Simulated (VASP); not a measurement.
# Se (P3_121) in VASP: further runs

The runs below take Se through electric field gradients, with LDA.

Program: VASP 6.6.1. These are calculated values, not measurements. Logs are shortened: lines on timing, memory, paths and dates and some standing lists are left out, and cuts for length are marked.

## Step 1: The cell of the first run

Symmetry: P3_121, No. 152, trigonal system. Conventional cell: a = 4.505 Å, b = 4.505 Å, c = 4.979 Å, α = 90.00°, β = 90.00°, γ = 120.00°. Within 3.1 Å of Se (site symmetry 2) lie 2 Se at 2.38 Å.

## Step 2: Electric field gradients, LDA

The input, INCAR:

```
PREC = Accurate
ENCUT = 520
EDIFF = 1E-8
ISMEAR = -1
SIGMA = 0.01
LREAL = False
LASPH = True
NELM = 100
ALGO = Normal
ISIF = 2
LWAVE = False
LCHARG = False
LEFG = True
NBANDS = 16
```

The input, KPOINTS:

```
regular mesh
0
Gamma
  6 6 5
```

The input, POSCAR:

```
Se
1.0
    4.5048207049      0.0000000000      0.0000000000
   -2.2524103524      3.9012891699      0.0000000000
    0.0000000000      0.0000000000      4.9787963167
Se
3
Direct
    0.2178929800      0.0000000000      0.3333333333
    0.0000000000      0.2178929800      0.6666666667
    0.7821070200      0.7821070200      0.0000000000
```

Potentials or basis: VASP PAW LDA potentials, release 64 (Se).

The run is started by

```bash
$ cat potpaw_LDA.64/Se/POTCAR > POTCAR
$ mpirun -np 1 vasp_std > vasp.out
```

OUTCAR:

```text
PREC = Accurate
   ENCUT = 520
   EDIFF = 1E-8
   ISMEAR = -1
   LREAL = False
   LASPH = True
   NELM = 100
   ISIF = 2

 ion  position               nearest neighbor table
   1  0.218  0.000  0.333-   3 2.38   2 2.38
   2  0.000  0.218  0.667-   3 2.38   1 2.38
   3  0.782  0.782  0.000-   2 2.38   1 2.38

  LATTYP: Found a hexagonal cell.
 ALAT       =     4.5048207049
 C/A-ratio  =     1.1052152001

  Lattice vectors:

 A1 = (   4.5048207049,   0.0000000000,   0.0000000000)
 A2 = (  -2.2524103524,   3.9012891699,   0.0000000000)
 A3 = (   0.0000000000,   0.0000000000,   4.9787963167)

Analysis of symmetry for initial positions (statically):
=====================================================================
 Subroutine PRICEL returns:
 Original cell was already a primitive cell.

 Routine SETGRP: Setting up the symmetry group for a
 hexagonal supercell.

 Subroutine GETGRP returns: Found  6 space group operations
 (whereof  2 operations were pure point group operations)
 out of a pool of 24 trial point group operations.

The static configuration has the point symmetry C_2 .
 The point group associated with its full space group is D_3 .

Analysis of symmetry for dynamics (positions and initial velocities):
=====================================================================
 Subroutine PRICEL returns:
 Original cell was already a primitive cell.

 Routine SETGRP: Setting up the symmetry group for a
 hexagonal supercell.

 Subroutine GETGRP returns: Found  6 space group operations
 (whereof  2 operations were pure point group operations)
 out of a pool of 24 trial point group operations.

The dynamic configuration has the point symmetry C_2 .
 The point group associated with its full space group is D_3 .

 Subroutine INISYM returns: Found  6 space group operations
 (whereof  2 operations are pure point group operations),
 and found     1 'primitive' translations

----------------------------------------------------------------------------------------

                                     Primitive cell

  volume of cell :      87.5004

  direct lattice vectors                    reciprocal lattice vectors
     4.504820705  0.000000000  0.000000000     0.221984417  0.128162763  0.000000000
    -2.252410352  3.901289170  0.000000000     0.000000000  0.256325526  0.000000000
     0.000000000  0.000000000  4.978796317     0.000000000  0.000000000  0.200851759

  length of vectors
     4.504820705  4.504820705  4.978796317     0.256325526  0.256325526  0.200851759

  position of ions in fractional coordinates (direct lattice)
     0.217892980  0.000000000  0.333333333
     0.000000000  0.217892980  0.666666667
     0.782107020  0.782107020  0.000000000

  ion indices of the primitive-cell ions
   primitive index   ion index
                 1           1
                 2           2
                 3           3

----------------------------------------------------------------------------------------

 KPOINTS: regular mesh

Automatic generation of k-mesh.
 Grid dimensions read from file:
 generate k-points for:    6    6    5

 Generating k-lattice:

  Cartesian coordinates                     Fractional coordinates (reciprocal lattice)
     0.036997403  0.021360461  0.000000000     0.166666667  0.000000000  0.000000000
     0.000000000  0.042720921  0.000000000     0.000000000  0.166666667  0.000000000
     0.000000000  0.000000000  0.040170352     0.000000000  0.000000000  0.200000000

  Length of vectors
     0.042720921  0.042720921  0.040170352

  Shift w.r.t. Gamma in fractional coordinates (k-lattice)
     0.000000000  0.000000000  0.000000000

 Subroutine IBZKPT returns following result:
 ===========================================

 Found     27 irreducible k-points:

 Following reciprocal coordinates:
            Coordinates               Weight
  0.000000  0.000000  0.000000      1.000000
  0.166667  0.000000  0.000000      6.000000
  0.333333  0.000000  0.000000      6.000000
  0.500000 -0.000000  0.000000      3.000000
  0.166667  0.166667  0.000000      6.000000
  0.333333  0.166667  0.000000     12.000000
[... 16 lines left out ...]
  0.500000 -0.000000  0.400000      6.000000
  0.166667  0.166667  0.400000     12.000000
 [... further k-points ...]
   k-points           NKPTS =     27   k-points in BZ     NKDIM =     27   number of bands    NBANDS=     16
   number of dos      NEDOS =    301   number of ions     NIONS =      3
   total plane-waves  NPLWV =  51840
   dimension x,y,z NGX =    36 NGY =   36 NGZ =   40
   dimension x,y,z NGXF=    72 NGYF=   72 NGZF=   80
   ions per type =               3
   NGX,Y,Z   is equivalent  to a cutoff of  13.29, 13.29, 13.36 a.u.
   NGXF,Y,Z  is equivalent  to a cutoff of  26.57, 26.57, 26.71 a.u.
 SYSTEM =  unknown system
   PREC   = accura    normal or accurate (medium, high low for compatibility)
   ISTART =      0    job   : 0-new  1-cont  2-samecut
   ICHARG =      2    charge: 1-file 2-atom 10-const
   ISPIN  =      1    spin polarized calculation?
   LNONCOLLINEAR =      F non collinear calculations
   LSORBIT =      F    spin-orbit coupling
   LASPH  =      T    aspherical Exc in radial PAW
   ENCUT  =  520.0 eV  38.22 Ry    6.18 a.u.   8.38  8.38  9.26*2*pi/ulx,y,z
   NELM   =    100;   NELMIN=  2; NELMDL= -5     # of ELM steps
   EDIFF  = 0.1E-07   stopping-criterion for ELM
   LREAL  =      F    real-space projection
   EDIFFG = 0.1E-06   stopping-criterion for IOM
   NSW    =      0    number of steps for IOM
   IBRION =     -1    ionic relax: 0-MD 1-quasi-New 2-CG
   NFREE  =      0    steps in history (QN), initial steepest desc. (CG)
   ISIF   =      2    stress and relaxation
   ISYM   =      2    0-nonsym 1-usesym 2-fastsym
   POTIM  = 0.5000    time-step for ionic-motion
   TEBEG  =    0.0;   TEEND  =   0.0 temperature during run
   PSTRESS=    0.0 pullay stress
   NELECT =      18.0000    total number of electrons
   NUPDOWN=      -1.0000    fix difference up-down
   EMIN   =  10.00;   EMAX   =-10.00  energy-range for DOS
   EFERMI =   0.00;   METHOD = LEGACY
   ISMEAR =    -1;   SIGMA  =   0.01  broadening in eV -4-tet -1-fermi 0-gaus
   EFERMI_NEDOS =   21; number of points for ismear=-14 and -15
   IALGO  =     38    algorithm
   IMIX   =      4    mixing-type and parameters
     AMIX     =   0.40;   BMIX     =  1.00
     AMIX_MAG =   1.60;   BMIX_MAG =  1.00
  volume/ion in A,a.u.               =      29.17       196.83
  Fermi-wavevector in a.u.,A,eV,Ry     =   0.966412  1.826254 12.707191  0.933952
  Thomas-Fermi vector in A             =   2.096211
   LORBIT       =      0    0 simple, 1 ext, 2 COOP (PROOUT), +10 PAW based schemes
   GGA     = CA    functional components
   LHFCALC =     F    Hartree Fock is set to
   AEXX    =    0.0000 exact exchange contribution
   IVDW    =     0    specifies the selected vdW correction
   LEPSILON=     F    determine dielectric tensor
   LRPA    =     F    only Hartree local field effects (RPA)
 non-spin polarized calculation
  energy-cutoff  :      520.00
  volume of cell :       87.50
 maximum number of plane-waves:      2389
 NGX is ok and might be reduce to    36
   NGX = 17   NGY = 17   NGZ = 19

 number of electron      18.0000000 magnetization

 Free energy of the ion-electron system (eV)
  ---------------------------------------------------
  ext. energy  EPLUGINS =         0.00000000
  ---------------------------------------------------
  free energy    TOTEN  =       -12.23915496 eV

  energy without entropy =      -12.23915496  energy(sigma->0) =      -12.23915496

 E-fermi :   2.1116     XC(G=0):  -8.8723

 val. band max:        1.8984660035   @ k =  -0.1667   0.5000   0.4000
 cond. band min:       3.2470212017   @ k =   0.0000   0.0000   0.4000
 fundamental gap:      1.3485551982
 Fermi energy:         2.1116091527

 k-point     1 :       0.0000    0.0000    0.0000
  band No.  band energies     occupation
      1     -13.6114      2.00000
      2      -9.6327      2.00000
      3      -9.6327      2.00000
      4      -1.8326      2.00000
      5      -1.8326      2.00000
      6      -1.5824      2.00000
[... 8 lines left out ...]
     15       8.4102      0.00000
     16      10.3480      0.00000

 k-point     2 :       0.1667    0.0000    0.0000
  band No.  band energies     occupation
      1     -13.5296      2.00000
      2      -9.7156      2.00000
      3      -9.6282      2.00000
      4      -2.3491      2.00000
      5      -2.0707      2.00000
      6      -1.4211      2.00000
[... 8 lines left out ...]
     15       9.0312      0.00000
     16      10.3393      0.00000

 k-point     3 :       0.3333    0.0000    0.0000
  band No.  band energies     occupation
      1     -13.3486      2.00000
      2      -9.9124      2.00000
      3      -9.6189      2.00000
      4      -2.7967      2.00000
      5      -2.3904      2.00000
      6      -1.3648      2.00000
[... 8 lines left out ...]
     15      10.2947      0.00000
     16      11.2331      0.00000

 k-point     4 :       0.5000   -0.0000    0.0000
  band No.  band energies     occupation
      1     -13.2473      2.00000
      2     -10.0284      2.00000
      3      -9.6140      2.00000
      4      -2.9092      2.00000
      5      -2.5247      2.00000
      6      -1.2032      2.00000
[... 8 lines left out ...]
     15      11.2898      0.00000
     16      11.3937      0.00000
[... 324 lines left out ...]
 k-point    22 :       0.0000    0.3333    0.4000
  band No.  band energies     occupation
      1     -12.6557      2.00000
      2     -11.8523      2.00000
      3      -8.2205      2.00000
      4      -3.3612      2.00000
      5      -2.3396      2.00000
      6      -1.7186      2.00000
[... 8 lines left out ...]
     15       9.6007      0.00000
     16      10.5573      0.00000

 k-point    23 :       0.5000   -0.0000    0.4000
  band No.  band energies     occupation
      1     -12.5749      2.00000
      2     -11.7869      2.00000
      3      -8.4268      2.00000
      4      -3.5455      2.00000
      5      -2.4769      2.00000
      6      -1.8777      2.00000
[... 8 lines left out ...]
     15      10.5109      0.00000
     16      10.7573      0.00000

 k-point    24 :       0.1667    0.1667    0.4000
  band No.  band energies     occupation
      1     -12.6980      2.00000
      2     -11.8770      2.00000
      3      -8.1304      2.00000
      4      -3.1845      2.00000
      5      -2.2801      2.00000
      6      -1.7031      2.00000
[... 8 lines left out ...]
     15       9.6765      0.00000
     16      10.1669      0.00000

 [... further k-points ...]

------------------------ aborting loop because EDIFF is reached ----------------------------------------

  FORCE on cell =-STRESS in cart. coord.  units (eV):
  Direction    XX          YY          ZZ          XY          YZ          ZX
  --------------------------------------------------------------------------------------
  -------------------------------------------------------------------------------------
  Total       -1.2195052     -1.2195052     -0.8777354     -0.0000000      0.0000000      0.0000000
  in kB      -22.3297696    -22.3297696    -16.0717881     -0.0000000      0.0000000      0.0000000
  external PRESSURE =     -20.2437758 kB  Pullay stress =       0.0000000 kB

 VOLUME and BASIS-vectors are now :
 -----------------------------------------------------------------------------
  energy-cutoff  :      520.00
  volume of cell :       87.50
      direct lattice vectors                 reciprocal lattice vectors
     4.504820705  0.000000000  0.000000000     0.221984417  0.128162763  0.000000000
    -2.252410352  3.901289170  0.000000000     0.000000000  0.256325526  0.000000000
     0.000000000  0.000000000  4.978796317     0.000000000  0.000000000  0.200851759

 POSITION                                       TOTAL-FORCE (eV/Angst)
 -----------------------------------------------------------------------------------
      0.98157      0.00000      1.65960         0.120313     -0.000000     -0.000000
     -0.49078      0.85006      3.31920        -0.060157      0.104195      0.000000
      1.76163      3.05123      0.00000        -0.060157     -0.104195      0.000000
 -----------------------------------------------------------------------------------
    total drift:                                0.000000      0.000001     -0.000000

  FREE ENERGIE OF THE ION-ELECTRON SYSTEM (eV)
  ---------------------------------------------------
  free  energy   TOTEN  =       -12.2391549576 eV

  energy  without entropy=      -12.2391549576  energy(sigma->0) =      -12.23915496

 Electric field gradients (V/A^2)
---------------------------------------------------------------------
 ion       V_xx      V_yy      V_zz      V_xy      V_xz      V_yz
---------------------------------------------------------------------
   1     169.335  -345.114   175.779    -0.000     0.000   335.916
   2    -216.501    40.723   175.779  -222.763  -290.912  -167.958
   3    -216.502    40.722   175.779   222.763   290.912  -167.958
---------------------------------------------------------------------

 Electric field gradients after diagonalization (V/A^2)
 (convention: |V_zz| > |V_xx| > |V_yy|)
----------------------------------------------------------------------
 ion       V_xx      V_yy      V_zz     asymmetry (V_yy - V_xx)/ V_zz
----------------------------------------------------------------------
   1     340.388   169.335  -509.723       0.336
   2     340.388   169.335  -509.723       0.336
   3     340.388   169.334  -509.723       0.336
----------------------------------------------------------------------

           NMR quadrupolar parameters

 Cq : quadrupolar parameter    Cq=e*Q*V_zz/h
 eta: asymmetry parameters     (V_yy - V_xx)/ V_zz
 Q  : nuclear electric quadrupole moment in mb (millibarn)
----------------------------------------------------------------------
 ion       Cq(MHz)       eta       Q (mb)
----------------------------------------------------------------------
   1      -1.233       0.336       1.000
   2      -1.233       0.336       1.000
   3      -1.233       0.336       1.000
----------------------------------------------------------------------
```

It took 46 s on 1 thread of Intel Xeon 8259CL, shared host; peak memory 0.18 GiB.

Results:

```yaml
Free_energy: -12.2392 eV
Pressure: -2.0 GPa
Largest_force: 0.120 eV/Å
Band_gap_on_the_k_mesh: 1.35 eV (least direct gap 1.45 eV)
Largest_electric_field_gradient_by_atom: Se -509.7 V/Å²
```

Forces on the atoms (eV/Å):
```
Se   0.120  0.000  0.000
Se  -0.060  0.104  0.000
Se  -0.060 -0.104  0.000
```

Electric field gradients, principal values (V/Å²):
| atom | least | middle | greatest (by size) |
| --- | --- | --- | --- |
| 1 Se | 169.335 | 340.388 | -509.723 |
| 2 Se | 169.335 | 340.388 | -509.723 |
| 3 Se | 169.334 | 340.388 | -509.723 |

Caveat: without QUAD_EFG the Cq values of the log hold for a quadrupole moment of 1 mb, not for the nuclei; an odd mesh through Γ misses points on the zone boundary, where band edges can lie.

(Continued in part 2 of 2.)
